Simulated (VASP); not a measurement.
# BaZrO3 (Pm-3m) in VASP: notebook, part 2 of 2

VASP 6.6.1.

**5. Relaxation of cell and atoms, LDA**

This run uses another cell than the first one, of 14.73 Å³/atom, 1.032 times its volume.

INCAR

```
PREC = Accurate ; ENCUT = 600
EDIFF = 1E-6 ; ISMEAR = -1
SIGMA = 0.1 ; LREAL = F
LASPH = T ; NELM = 80
ALGO = Normal ; ISIF = 3
LWAVE = F ; LCHARG = F
IBRION = 2 ; NSW = 100
EDIFFG = -0.002
```

KPOINTS

```
Automatic mesh
0
Gamma
  8 8 8
```

POSCAR

```
BaZrO3
1.0
    4.1913400000      0.0000000000      0.0000000000
    0.0000000000      4.1913400000      0.0000000000
    0.0000000000      0.0000000000      4.1913400000
Ba Zr O
1 1 3
Direct
    0.0000000000      0.0000000000      0.0000000000
    0.5000000000      0.5000000000      0.5000000000
    0.0000000000      0.5000000000      0.5000000000
    0.5000000000      0.0000000000      0.5000000000
    0.5000000000      0.5000000000      0.0000000000
```

Potentials or basis: VASP PAW LDA potentials, release 64 (Ba_sv, Zr_sv, O).

On the command line:

```sh
$ cat potpaw_LDA.64/Ba_sv/POTCAR potpaw_LDA.64/Zr_sv/POTCAR potpaw_LDA.64/O/POTCAR > POTCAR
$ mpirun -np 1 vasp_std > vasp.out
```

OUTCAR:

```text
PREC = Accurate
   ENCUT = 600
   EDIFF = 1E-6
   ISMEAR = -1
   LREAL = F
   LASPH = T
   NELM = 80
   ISIF = 3
   IBRION = 2
   NSW = 100
   EDIFFG = -0.002

 ion  position               nearest neighbor table
   1  0.000  0.000  0.000-   3 2.96   4 2.96   5 2.96   3 2.96   4 2.96   3 2.96   5 2.96   3 2.96
                             4 2.96   5 2.96   4 2.96   5 2.96   2 3.63   2 3.63   2 3.63   2 3.63
   2  0.500  0.500  0.500-   3 2.10   4 2.10   5 2.10   5 2.10   4 2.10   3 2.10   1 3.63   1 3.63
                             1 3.63   1 3.63   1 3.63   1 3.63   1 3.63   1 3.63
   3  0.000  0.500  0.500-   2 2.10   2 2.10   1 2.96   1 2.96   1 2.96   1 2.96
   4  0.500  0.000  0.500-   2 2.10   2 2.10   1 2.96   1 2.96   1 2.96   1 2.96
   5  0.500  0.500  0.000-   2 2.10   2 2.10   1 2.96   1 2.96   1 2.96   1 2.96

  LATTYP: Found a simple cubic cell.
 ALAT       =     4.1913400000

  Lattice vectors:

 A1 = (   4.1913400000,   0.0000000000,   0.0000000000)
 A2 = (   0.0000000000,   4.1913400000,   0.0000000000)
 A3 = (   0.0000000000,   0.0000000000,   4.1913400000)

Analysis of symmetry for initial positions (statically):
=====================================================================
 Subroutine PRICEL returns:
 Original cell was already a primitive cell.

 Routine SETGRP: Setting up the symmetry group for a
 simple cubic supercell.

 Subroutine GETGRP returns: Found 48 space group operations
 (whereof 48 operations were pure point group operations)
 out of a pool of 48 trial point group operations.

The static configuration has the point symmetry O_h .

Analysis of symmetry for dynamics (positions and initial velocities):
=====================================================================
 Subroutine PRICEL returns:
 Original cell was already a primitive cell.

 Routine SETGRP: Setting up the symmetry group for a
 simple cubic supercell.

 Subroutine GETGRP returns: Found 48 space group operations
 (whereof 48 operations were pure point group operations)
 out of a pool of 48 trial point group operations.

The dynamic configuration has the point symmetry O_h .
[... 134 lines left out ...]
   LEPSILON=     F    determine dielectric tensor
   LRPA    =     F    only Hartree local field effects (RPA)
 conjugate gradient relaxation of ions
 non-spin polarized calculation
  energy-cutoff  :      600.00
  volume of cell :       73.63
 maximum number of plane-waves:      2517
 NGX is ok and might be reduce to    36
   NGX = 17   NGY = 17   NGZ = 17

--------------------------------------- Ionic step        1  -------------------------------------------

 number of electron      40.0000010 magnetization

 Free energy of the ion-electron system (eV)
  ---------------------------------------------------
  ext. energy  EPLUGINS =         0.00000000
  ---------------------------------------------------
  free energy    TOTEN  =       -45.72974053 eV

  energy without entropy =      -45.72974047  energy(sigma->0) =      -45.72974050

------------------------ aborting loop because EDIFF is reached ----------------------------------------

  FORCE on cell =-STRESS in cart. coord.  units (eV):
  Direction    XX          YY          ZZ          XY          YZ          ZX
  --------------------------------------------------------------------------------------
  -------------------------------------------------------------------------------------
  Total       -1.8384932     -1.8384932     -1.8384932     -0.0000000      0.0000000      0.0000000
  in kB      -40.0049685    -40.0049685    -40.0049685     -0.0000000      0.0000000      0.0000000
  external PRESSURE =     -40.0049685 kB  Pullay stress =       0.0000000 kB
[... 143 lines left out ...]
--------------------------------------- Ionic step        5  -------------------------------------------

 number of electron      39.9999994 magnetization

 Free energy of the ion-electron system (eV)
  ---------------------------------------------------
  ext. energy  EPLUGINS =         0.00000000
  ---------------------------------------------------
  free energy    TOTEN  =       -45.75211415 eV

  energy without entropy =      -45.75211411  energy(sigma->0) =      -45.75211413

 E-fermi :   5.2971     XC(G=0): -11.3565

 val. band max:        3.6446351888   @ k =   0.5000   0.5000   0.5000
 cond. band min:       6.7637898860   @ k =   0.0000   0.0000   0.0000
 fundamental gap:      3.1191546972
 Fermi energy:         5.2970614810

 k-point     1 :       0.0000    0.0000    0.0000
  band No.  band energies     occupation
      1     -42.8679      2.00000
      2     -21.4191      2.00000
      3     -21.2411      2.00000
      4     -21.2411      2.00000
      5     -21.2411      2.00000
      6     -12.4527      2.00000
[... 637 lines left out ...]
     23      10.0401      0.00000
     24      10.4552      0.00000

 [... further k-points ...]

------------------------ aborting loop because EDIFF is reached ----------------------------------------

  FORCE on cell =-STRESS in cart. coord.  units (eV):
  Direction    XX          YY          ZZ          XY          YZ          ZX
  --------------------------------------------------------------------------------------
  -------------------------------------------------------------------------------------
  Total       -0.0030651     -0.0030651     -0.0030651      0.0000000      0.0000000      0.0000000
  in kB       -0.0683183     -0.0683183     -0.0683183      0.0000000      0.0000000      0.0000000
  external PRESSURE =      -0.0683183 kB  Pullay stress =       0.0000000 kB
[... 20 lines left out ...]
  FREE ENERGIE OF THE ION-ELECTRON SYSTEM (eV)
  ---------------------------------------------------
  free  energy   TOTEN  =       -45.7521141541 eV

  energy  without entropy=      -45.7521141071  energy(sigma->0) =      -45.75211413

 reached required accuracy - stopping structural energy minimisation
```

Wall time 2.3 min (1 thread of Intel Xeon Platinum 8375C at 2.90GHz (Ice Lake), shared host); peak memory 0.24 GiB.

What came out:

| Item | Value |
| --- | --- |
| Free energy | -45.7521 eV |
| Relaxed volume | 14.38 Å³/atom |
| Relaxed cell | a = 4.158 Å, b = 4.158 Å, c = 4.158 Å, α = 90.00°, β = 90.00°, γ = 90.00° |
| Space group after relaxing (to 0.05 Å) | Pm-3m (No. 221) |
| Energy gained by relaxing | 4.5 meV/atom |
| Ionic steps | 5 |
| Pressure after relaxing | 0.0 GPa |
| Band gap on the k mesh | 3.12 eV, indirect (least direct gap 3.31 eV) |

The path:
| step | energy change (eV) | largest force (eV/Å) | pressure (GPa) | volume (Å³) |
| --- | --- | --- | --- | --- |
| 1 | 0.0000 | 0.0000 | -4.00 | 73.63 |
| 2 | 0.0126 | 0.0000 | 5.52 | 69.78 |
| 3 | -0.0224 | 0.0000 | -0.03 | 71.88 |
| 4 | -0.0224 | 0.0000 | 0.04 | 71.85 |
| 5 | -0.0224 | 0.0000 | -0.01 | 71.88 |

Final structure:
```xyz
5
Lattice="4.1579 0.0000 0.0000 0.0000 4.1579 0.0000 0.0000 0.0000 4.1579" Properties=species:S:1:pos:R:3 pbc="T T T"
Ba    0.0000    4.1579    4.1579
Zr    2.0789    2.0789    2.0789
O     4.1579    2.0789    2.0789
O     2.0789    0.0000    2.0789
O     2.0789    2.0789    4.1579
```

Caveat: spin-orbit coupling is left out, which moves the levels of the heavy elements. LDA usually gives volumes a few per cent too small.

**6. Overview**

```csv
task,cell,k mesh,cutoff (eV),smearing,gap on the mesh (eV),pressure (GPa)
single point,"a = 4.147 Å, 5 atoms",6 × 6 × 6,520,gaussian 0.01 eV,3.13,1.5
single point,"a = 4.147 Å, 5 atoms",8 × 8 × 8,520,fermi-dirac 0.1 eV,3.13,1.5
relaxation of cell and atoms,"relaxed from a = 4.191 Å, 5 atoms",8 × 8 × 8,600,fermi-dirac 0.1 eV,3.12,0.0
```

Alike in all rows: level LDA; potentials or basis VASP PAW LDA potentials, release 64 (Ba_sv, Zr_sv, O); no spin polarisation.

Caveats: spin-orbit coupling is left out, which moves the levels of the heavy elements.

Absolute energies hang on the potentials; compare differences alone.
